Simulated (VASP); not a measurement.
**AlN: single point with r2SCAN**

The system is AlN.

```
CELL_PARAMETERS angstrom
-3.11100 0.00000 0.00000
-1.55550 -2.69421 0.00000
0.00000 0.00000 10.95600
ATOMIC_POSITIONS crystal
Al 0.33333 0.33333 0.82126
Al 0.33333 0.33333 0.36690
Al 0.66667 0.66667 0.13972
Al 0.66667 0.66667 0.59408
N 0.33333 0.33333 0.08746
N 0.33333 0.33333 0.54183
N 0.66667 0.66667 0.31465
N 0.66667 0.66667 0.76901
```

```
Program                : VASP 6.6.1
Task                   : single point
Functional             : r2SCAN
Potentials or basis    : VASP PAW PBE potentials, release 64 (Al, N)
Cutoff                 : 520 eV
k mesh                 : 8 × 8 × 3
Occupations            : gaussian, width 0.05 eV
Spin                   : no spin polarisation
Dipole correction      : no
Further INCAR settings : ALGO = Normal; EDIFF = 1e-07; NBANDS = 26
```

```yaml
Pressure: -5.4 GPa
Largest_force: 1.924 eV/Å
Band_gap_on_the_k_mesh: 1.54 eV, direct
```

Forces in eV/Å, atoms in the order of the input:
```
Al   0.000  0.000  1.401
Al   0.000  0.000 -0.913
Al   0.000  0.000 -1.924
Al   0.000  0.000 -0.881
N    0.000  0.000 -0.468
N    0.000  0.000  0.859
N    0.000  0.000  0.950
N    0.000  0.000  0.974
```

Stress tensor (GPa, compression positive):
```
 -1.52   0.00   0.00
  0.00  -1.52   0.00
  0.00   0.00 -13.02
```

Levels at points of the mesh, in eV from the valence-band top:
| k point | band 12 | band 13 | band 14 | band 15 | band 16 | band 17 | band 18 | band 19 | band 20 | band 21 |
| --- | --- | --- | --- | --- | --- | --- | --- | --- | --- | --- |
| (0.00, 0.00, 0.00) | -1.59 | -1.59 | -1.13 | 0.00 | 0.00 | 1.54 | 4.78 | 5.19 | 6.17 | 7.83 |
| (0.50, 0.00, 0.00) | -3.46 | -2.56 | -2.44 | -0.91 | -0.79 | 2.83 | 3.60 | 4.86 | 5.22 | 5.90 |

Wall time 3.1 min on 1 thread of Intel(R) Xeon(R) Platinum 8259CL CPU @ 2.50GHz (Skylake/Cascade Lake) (shared host), peak memory 0.23 GiB.

Caveat: the PAW data sets were made with another functional, which shifts forces and pressure a little. r2SCAN opens gaps a little over a GGA but as a rule still falls short of measured ones.
